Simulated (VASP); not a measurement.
# BN (Cmcm) in VASP: notebook, part 2 of 3

VASP 6.6.1. The steps go on from the part before.

**3. Single point, LDA (normal strain along x -0.0733, normal strain along z +0.0000)**

Contents of INCAR:

```
PREC = Accurate ; ENCUT = 520
EDIFF = 1E-7 ; ISMEAR = 0
SIGMA = 0.05 ; LREAL = F
LASPH = T ; NELM = 60
ALGO = Normal ; ISIF = 2
LWAVE = F ; LCHARG = F
GGA = CA ; NBANDS = 16
```

Contents of KPOINTS:

```
Automatic mesh
0
Gamma
  12 12 4
```

Contents of POSCAR:

```
BN
1.0
    2.3059555345      0.0000000000      0.0000000000
   -1.1529777672      2.1549757989      0.0000000000
    0.0000000000      0.0000000000      6.4952714932
B N
2 2
Direct
    0.3242100351      0.6484200702      0.2500000000
    0.6757899649      0.3515799298      0.7500000000
    0.3493061713      0.6986123426      0.7500000000
    0.6506938287      0.3013876574      0.2500000000
```

Potentials or basis: VASP PAW LDA potentials, release 64 (B, N).

Started as:

```console
$ cat potpaw_LDA.64/B/POTCAR potpaw_LDA.64/N/POTCAR > POTCAR
$ mpirun -np 1 vasp_std > vasp.out
```

OUTCAR:

```text
PREC = Accurate
   ENCUT = 520
   EDIFF = 1E-7
   ISMEAR = 0
   LREAL = F
   LASPH = T
   NELM = 60
   ISIF = 2
   GGA = CA

 ion  position               nearest neighbor table
   1  0.324  0.648  0.250-   4 1.37   4 1.37   4 1.41
   2  0.676  0.352  0.750-   3 1.37   3 1.37   3 1.41
   3  0.349  0.699  0.750-   2 1.37   2 1.37   2 1.41
   4  0.651  0.301  0.250-   1 1.37   1 1.37   1 1.41

  LATTYP: Found a base centered orthorhombic cell.
 ALAT       =     2.3059555345
 B/A-ratio  =     1.8690523444
 C/A-ratio  =     2.8167375286

  Lattice vectors:

 A1 = (   1.1529777672,  -2.1549757989,   0.0000000000)
 A2 = (   1.1529777673,   2.1549757989,   0.0000000000)
 A3 = (   0.0000000000,   0.0000000000,   6.4952714932)

Analysis of symmetry for initial positions (statically):
=====================================================================
 Subroutine PRICEL returns:
 Original cell was already a primitive cell.

 Routine SETGRP: Setting up the symmetry group for a
 base centered orthorhombic supercell.

 Subroutine GETGRP returns: Found  8 space group operations
 (whereof  4 operations were pure point group operations)
 out of a pool of  8 trial point group operations.

The static configuration has the point symmetry C_2h.
 The point group associated with its full space group is D_2h.

Analysis of symmetry for dynamics (positions and initial velocities):
=====================================================================
 Subroutine PRICEL returns:
 Original cell was already a primitive cell.

 Routine SETGRP: Setting up the symmetry group for a
 base centered orthorhombic supercell.

 Subroutine GETGRP returns: Found  8 space group operations
 (whereof  4 operations were pure point group operations)
 out of a pool of  8 trial point group operations.

The dynamic configuration has the point symmetry C_2h.
 The point group associated with its full space group is D_2h.

 Subroutine INISYM returns: Found  8 space group operations
 (whereof  4 operations are pure point group operations),
 and found     1 'primitive' translations

----------------------------------------------------------------------------------------

                                     Primitive cell

  volume of cell :      32.2768

  direct lattice vectors                    reciprocal lattice vectors
     2.305955534  0.000000000  0.000000000     0.433659706  0.232021167  0.000000000
    -1.152977767  2.154975799  0.000000000     0.000000000  0.464042334  0.000000000
     0.000000000  0.000000000  6.495271493     0.000000000  0.000000000  0.153958153

  length of vectors
     2.305955534  2.444029138  6.495271493     0.491827778  0.464042334  0.153958153

  position of ions in fractional coordinates (direct lattice)
     0.324210035  0.648420070  0.250000000
     0.675789965  0.351579930  0.750000000
     0.349306171  0.698612343  0.750000000
     0.650693829  0.301387657  0.250000000

  ion indices of the primitive-cell ions
   primitive index   ion index
                 1           1
                 2           2
                 3           3
                 4           4

----------------------------------------------------------------------------------------

 KPOINTS: Automatic mesh

Automatic generation of k-mesh.
 Grid dimensions read from file:
 generate k-points for:   12   12    4

 Generating k-lattice:

  Cartesian coordinates                     Fractional coordinates (reciprocal lattice)
     0.036138309  0.019335097  0.000000000     0.083333333 -0.000000000  0.000000000
     0.000000000  0.038670195  0.000000000     0.000000000  0.083333333  0.000000000
     0.000000000  0.000000000  0.038489538     0.000000000  0.000000000  0.250000000

  Length of vectors
     0.040985648  0.038670195  0.038489538

  Shift w.r.t. Gamma in fractional coordinates (k-lattice)
     0.000000000  0.000000000  0.000000000

 Subroutine IBZKPT returns following result:
 ===========================================

 Found    129 irreducible k-points:

 Following reciprocal coordinates:
            Coordinates               Weight
  0.000000  0.000000  0.000000      1.000000
  0.083333  0.000000  0.000000      4.000000
  0.166667  0.000000  0.000000      4.000000
  0.250000  0.000000  0.000000      4.000000
  0.333333  0.000000  0.000000      4.000000
  0.416667  0.000000  0.000000      4.000000
[... 16 lines left out ...]
  0.333333  0.166667  0.000000      4.000000
  0.416667  0.166667  0.000000      4.000000
 [... further k-points ...]
   k-points           NKPTS =    129   k-points in BZ     NKDIM =    129   number of bands    NBANDS=     16
   number of dos      NEDOS =    301   number of ions     NIONS =      4
   total plane-waves  NPLWV =  15552
   dimension x,y,z NGX =    18 NGY =   18 NGZ =   48
   dimension x,y,z NGXF=    36 NGYF=   36 NGZF=   96
   ions per type =               2   2
   NGX,Y,Z   is equivalent  to a cutoff of  12.98, 12.24, 12.29 a.u.
   NGXF,Y,Z  is equivalent  to a cutoff of  25.95, 24.49, 24.57 a.u.
 SYSTEM =  unknown system
   PREC   = accura    normal or accurate (medium, high low for compatibility)
   ISTART =      0    job   : 0-new  1-cont  2-samecut
   ICHARG =      2    charge: 1-file 2-atom 10-const
   ISPIN  =      1    spin polarized calculation?
   LNONCOLLINEAR =      F non collinear calculations
   LSORBIT =      F    spin-orbit coupling
   LASPH  =      T    aspherical Exc in radial PAW
   ENCUT  =  520.0 eV  38.22 Ry    6.18 a.u.   4.29  4.54 12.08*2*pi/ulx,y,z
   NELM   =     60;   NELMIN=  2; NELMDL= -5     # of ELM steps
   EDIFF  = 0.1E-06   stopping-criterion for ELM
   LREAL  =      F    real-space projection
   EDIFFG = 0.1E-05   stopping-criterion for IOM
   NSW    =      0    number of steps for IOM
   IBRION =     -1    ionic relax: 0-MD 1-quasi-New 2-CG
   NFREE  =      0    steps in history (QN), initial steepest desc. (CG)
   ISIF   =      2    stress and relaxation
   ISYM   =      2    0-nonsym 1-usesym 2-fastsym
   POTIM  = 0.5000    time-step for ionic-motion
   TEBEG  =    0.0;   TEEND  =   0.0 temperature during run
   PSTRESS=    0.0 pullay stress
   NELECT =      16.0000    total number of electrons
   NUPDOWN=      -1.0000    fix difference up-down
   EMIN   =  10.00;   EMAX   =-10.00  energy-range for DOS
   EFERMI =   0.00;   METHOD = LEGACY
   ISMEAR =     0;   SIGMA  =   0.05  broadening in eV -4-tet -1-fermi 0-gaus
   EFERMI_NEDOS =   21; number of points for ismear=-14 and -15
   IALGO  =     38    algorithm
   IMIX   =      4    mixing-type and parameters
     AMIX     =   0.40;   BMIX     =  1.00
     AMIX_MAG =   1.60;   BMIX_MAG =  1.00
  volume/ion in A,a.u.               =       8.07        54.45
  Fermi-wavevector in a.u.,A,eV,Ry     =   1.295641  2.448406 22.839897  1.678685
  Thomas-Fermi vector in A             =   2.427148
   LORBIT       =      0    0 simple, 1 ext, 2 COOP (PROOUT), +10 PAW based schemes
   GGA     = CA    functional components
   LHFCALC =     F    Hartree Fock is set to
   AEXX    =    0.0000 exact exchange contribution
   IVDW    =     0    specifies the selected vdW correction
   LEPSILON=     F    determine dielectric tensor
   LRPA    =     F    only Hartree local field effects (RPA)
 non-spin polarized calculation
 Gauss-broadening in eV      SIGMA  =   0.05
  energy-cutoff  :      520.00
  volume of cell :       32.28
 maximum number of plane-waves:       893
 NGX is ok and might be reduce to    18
   NGX =  9   NGY =  9   NGZ = 25

 number of electron      15.9999998 magnetization

 Free energy of the ion-electron system (eV)
  ---------------------------------------------------
  ext. energy  EPLUGINS =         0.00000000
  ---------------------------------------------------
  free energy    TOTEN  =       -37.95135156 eV

  energy without entropy =      -37.95135156  energy(sigma->0) =      -37.95135156

 E-fermi :   3.4184     XC(G=0): -10.9468

 val. band max:        3.0965768343   @ k =   0.4167   0.2500   0.0000
 cond. band min:       6.8482751731   @ k =   0.0000   0.5000   0.0000
 fundamental gap:      3.7516983388
 Fermi energy:         3.4183778703

 k-point     1 :       0.0000    0.0000    0.0000
  band No.  band energies     occupation
      1     -15.4754      2.00000
      2     -15.1198      2.00000
      3      -4.1745      2.00000
      4      -1.8163      2.00000
      5       1.1216      2.00000
      6       1.1674      2.00000
[... 433 lines left out ...]
      3      -6.0685      2.00000
      4      -5.9795      2.00000
      5      -3.0805      2.00000
      6      -3.0121      2.00000
[... 8 lines left out ...]
     15      18.2633      0.00000
     16      21.0697      0.00000

 [... further k-points ...]
[... 5 lines left out ...]
  --------------------------------------------------------------------------------------
  -------------------------------------------------------------------------------------
  Total       16.6011851      4.4158662     -0.0262067      0.0000000      0.0000000      0.0000000
  in kB      824.0603884    219.1976313     -1.3008640      0.0000000      0.0000000      0.0000000
  external PRESSURE =     347.3190519 kB  Pullay stress =       0.0000000 kB

 VOLUME and BASIS-vectors are now :
 -----------------------------------------------------------------------------
  energy-cutoff  :      520.00
  volume of cell :       32.28
      direct lattice vectors                 reciprocal lattice vectors
     2.305955534  0.000000000  0.000000000     0.433659706  0.232021167  0.000000000
    -1.152977767  2.154975799  0.000000000     0.000000000  0.464042334  0.000000000
     0.000000000  0.000000000  6.495271493     0.000000000  0.000000000  0.153958153

 POSITION                                       TOTAL-FORCE (eV/Angst)
 -----------------------------------------------------------------------------------
      0.00000      1.39733      1.62382         0.000000      0.006952      0.000000
      1.15298      0.75765      4.87145        -0.000000     -0.006952      0.000000
      0.00000      1.50549      4.87145         0.000000      0.007245     -0.000000
      1.15298      0.64948      1.62382        -0.000000     -0.007245      0.000000
 -----------------------------------------------------------------------------------
    total drift:                               -0.000000      0.000000     -0.000000

  FREE ENERGIE OF THE ION-ELECTRON SYSTEM (eV)
  ---------------------------------------------------
  free  energy   TOTEN  =       -37.9513515615 eV

  energy  without entropy=      -37.9513515615  energy(sigma->0) =      -37.95135156
```

stdout:

```text
POSCAR found type information on POSCAR B N
 POSCAR found :  2 types and       4 ions
 scaLAPACK will be used
 LDA part: xc-table for (Slater(with rela. corr.)+CA(PZ))
 , standard interpolation
 POSCAR, INCAR and KPOINTS ok, starting setup
 FFT: planning ... GRIDC
 FFT: planning ... GRID_SOFT
 FFT: planning ... GRID
 WAVECAR not read
 entering main loop
```

Run time: 28 s. Hardware: 1 thread of AMD EPYC 9R45 (Zen 5), shared host; peak memory 0.13 GiB.

Results:

| Item | Value |
| --- | --- |
| Free energy | -37.9514 eV |
| Pressure | 34.7 GPa |
| Largest force | 0.007 eV/Å |
| Band gap on the k mesh | 3.75 eV, indirect (least direct gap 4.69 eV) |

Forces in eV/Å, atoms in the order of the input:
```
B    0.000  0.007  0.000
B    0.000 -0.007  0.000
N    0.000  0.007  0.000
N    0.000 -0.007  0.000
```

Stress tensor (GPa, compression positive):
```
82.41  0.00  0.00
 0.00 21.92  0.00
 0.00  0.00 -0.13
```

Levels at points of the mesh, in eV from the valence-band top:
| k point | band 4 | band 5 | band 6 | band 7 | band 8 | band 9 | band 10 | band 11 | band 12 | band 13 |
| --- | --- | --- | --- | --- | --- | --- | --- | --- | --- | --- |
| (0.00, 0.00, 0.00) | -4.91 | -1.98 | -1.93 | -0.59 | -0.56 | 4.81 | 10.52 | 11.40 | 11.88 | 12.93 |
| (0.50, 0.00, 0.00) | -9.33 | -4.97 | -4.90 | -1.58 | -0.43 | 4.26 | 5.97 | 9.99 | 10.40 | 12.94 |
| (0.00, 0.50, 0.00) | -9.76 | -3.36 | -3.31 | -2.18 | -1.12 | 3.75 | 5.21 | 10.94 | 12.24 | 13.12 |
| (0.00, 0.00, 0.50) | -6.23 | -1.95 | -1.95 | -0.58 | -0.58 | 7.46 | 7.46 | 11.72 | 11.72 | 12.98 |
| (0.50, 0.00, 0.50) | -9.37 | -4.93 | -4.93 | -0.99 | -0.99 | 4.87 | 4.87 | 10.38 | 10.38 | 13.92 |
| (0.00, 0.50, 0.50) | -9.78 | -3.33 | -3.33 | -1.61 | -1.61 | 4.17 | 4.17 | 12.54 | 12.54 | 13.86 |

Caveat: the cell differs from its parent crystal (normal strain along x -0.0733, normal strain along z +0.0000). A k mesh can miss the band edges.

[end of part 2 of 3]
